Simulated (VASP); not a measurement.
A run of VASP 6.6.1 is set up as follows.

File INCAR:

```
SYSTEM = MnF2
ALGO = Normal
EDIFF = 1E-7
ENCUT = 520
GGA = PE
ISIF = 2
ISMEAR = 0
ISPIN = 2
LASPH = .True.
LCHARG = .True.
LDAU = .True.
LDAUJ = 0 0
LDAUL = -1 2
LDAUPRINT = 1
LDAUTYPE = 2
LDAUU = 0 3.9
LELF = .True.
LMAXMIX = 4
LORBIT = 11
LREAL = .False.
LVHAR = .True.
LWAVE = .False.
MAGMOM = 0 0 0 0 0 0
NBANDS = 40
NELM = 150
NUPDOWN = 0.0
PREC = Accurate
SIGMA = 0.02
```

KPOINTS

```
k-points
0
Gamma
  5 5 6
  0 0 0
```

File POSCAR:

```
MnF2
1.0
    4.8509000000      0.0000000000      0.0000000000
    0.0000000000      4.8509000000      0.0000000000
    0.0000000000      0.0000000000      3.3043000000
F Mn
4 2
Direct
    0.3046000000      0.3046000000      0.0000000000
    0.1954000000      0.8046000000      0.5000000000
    0.6954000000      0.6954000000      0.0000000000
    0.8046000000      0.1954000000      0.5000000000
    0.0000000000      0.0000000000      0.0000000000
    0.5000000000      0.5000000000      0.5000000000
```

Potentials or basis: VASP PAW PBE potentials, release 64 (F, Mn_pv).

Run with:

```sh
$ cat potpaw_PBE.64/F/POTCAR potpaw_PBE.64/Mn_pv/POTCAR > POTCAR
$ mpirun -np 1 vasp_std > vasp.out
```

Question: What does it give for the pressure?

Answer: -10.6 GPa.

Question: Estimate the largest force.

Answer: 0.085 eV/Å.

Eigenvalues of the final occupation matrices:
| site | spin | trace | eigenvalues |
| --- | --- | --- | --- |
| site 5 d | 1 | 2.52 | 0.08 0.09 0.49 0.93 0.94 |
| site 5 d | 2 | 2.52 | 0.08 0.09 0.49 0.93 0.94 |
| site 6 d | 1 | 2.52 | 0.08 0.09 0.49 0.93 0.94 |
| site 6 d | 2 | 2.52 | 0.08 0.09 0.49 0.93 0.94 |

Caveat: the cell stands under tension; the total moment is fixed, so each spin has its own Fermi level.
